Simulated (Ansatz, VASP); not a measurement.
# Co in VASP and in Ansatz

The input INCAR:

```
SYSTEM = Co
ALGO = Fast
EDIFF = 1E-7
ENCUT = 520
GGA = PS
ISIF = 2
ISMEAR = 0
ISPIN = 2
LASPH = .TRUE.
LCHARG = .FALSE.
LMAXMIX = 4
LORBIT = 11
LREAL = .FALSE.
LWAVE = .FALSE.
MAGMOM = 1.81 1.83 1.81 1.83
NBANDS = 30
NELM = 150
PREC = Accurate
SIGMA = 0.15
```

Contents of KPOINTS:

```
k-points
0
G
  24 24 6
  0 0 0
```

The input POSCAR:

```
Co
1.0
    2.4552110701      0.0000000000      0.0000000000
   -1.2276055351      2.1262751584      0.0000000000
    0.0000000000      0.0000000000      7.9648408896
Co
4
Direct
    0.0000000000      0.0000000000      0.0000000000
    0.3333333333      0.6666666667      0.2500000000
    0.0000000000      0.0000000000      0.5000000000
    0.6666666667      0.3333333333      0.7500000000
```

Input for Ansatz:

```yaml
crystal:
  lattice:
    - [2.4552110701, 0.0, 0.0]
    - [-1.2276055351, 2.1262751584, 0.0]
    - [0.0, 0.0, 7.9648408896]
  atoms:
    - { symbol: Co, position: [0.0, 0.0, 0.0], spin: 1.81 }
    - { symbol: Co, position: [0.3333333333, 0.6666666667, 0.25], spin: 1.83 }
    - { symbol: Co, position: [0.0, 0.0, 0.5], spin: 1.81 }
    - { symbol: Co, position: [0.6666666667, 0.3333333333, 0.75], spin: 1.83 }
basis:
  ecutwfc: 420
kpoints:
  mp_grid: { grid: [24, 24, 6] }
hamiltonian:
  xc: pbesol
scf:
  occupations: { method: gaussian, width: 0.15 }
output:
  forces: true
  stress: true
  eigenvalues: true
  populations: true
  write_density: true
  write_potential: true
  elf: true
  volumetric_format: npy
magnetization:
  spin_polarized: true
```

Alike in both runs: task single point; functional PBEsol; k mesh 24 × 24 × 6; occupations gaussian, width 0.15 eV; collinear spin.

|  | VASP | Ansatz |
| --- | --- | --- |
| version | VASP 6.6.1 | Ansatz 0.2.0 |
| potentials or method | VASP PAW PBE potentials, release 64 (Co), cutoff 520 eV | scalar-relativistic, plane waves, PAW |
| valence electrons in the cell | 36 | 68 |

VASP gave:

```
gap on the k mesh at the Fermi level (eV)                     : none
pressure (GPa)                                                : -0.7
traceless stress, the component that is largest in VASP (GPa) : -0.19
net moment per atom (μB)                                      : 1.60
size of the moment on the site where the two differ most (μB) : 1.61
```

Question: Which values does Ansatz return?

Answer: gap on the k mesh at the Fermi level (eV): none; pressure (GPa): 0.2; traceless stress, the component that is largest in VASP (GPa): -0.14; net moment per atom (μB): 1.60; size of the moment on the site where the two differ most (μB): 1.67.

VASP's potentials were made for PBE, not for PBEsol. Site moments also hang on the region over which each program counts them. A gap of «none» marks a metal or a gap that the smearing closes. VASP's potentials hold 36 valence electrons a cell and Ansatz's 68, so a difference there can come from the potentials and not from the codes.
